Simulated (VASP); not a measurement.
MnO2:

```
Mn O
1.0
     1.45645    0.84088    4.67384
    -1.45645    0.84088    4.67384
     0.00000   -1.68176    4.67384
Mn O
1 2
Cartesian
  0.0000 0.0000 0.0000
  0.0000 0.0000 10.3147
  0.0000 0.0000 3.7068
```

Base run:

- Program: VASP 6.6.1
- Functional: PBEsol
- Potentials or basis: VASP PAW PBE potentials, release 64 (Mn_pv, O)
- Cutoff: 520 eV
- k mesh: 11 × 11 × 11
- Occupations: fermi-dirac, width 0.05 eV
- Spin: collinear spin, ferromagnetic start
- Starting moments: [4.0, 0.0, 0.0] μB

Its results: band gap on the k mesh 0.94 eV (least direct gap 1.02 eV); pressure -11.2 GPa; net moment 3.00 μB per cell; site moments Mn +2.90; O +0.01 μB; largest force 0.840 eV/Å.

Problem. The run is repeated on the same cell with these changes: functional from PBEsol to PBE. What comes out?

Solution. Band gap on the k mesh 1.04 eV (least direct gap 1.12 eV); pressure -4.9 GPa; net moment 3.00 μB per cell; site moments Mn +2.89; O +0.02 μB; largest force 0.472 eV/Å.

PBE binds less tightly than PBEsol, so the same cell stands under more pressure.

Caveats: the cell stands under tension; an odd mesh through Γ misses points on the zone boundary, where band edges can lie; a cell with one magnetic atom can't hold antiferromagnetic order, which such compounds often take; the PAW data sets were made with another functional, which shifts forces and pressure a little (at least some runs).
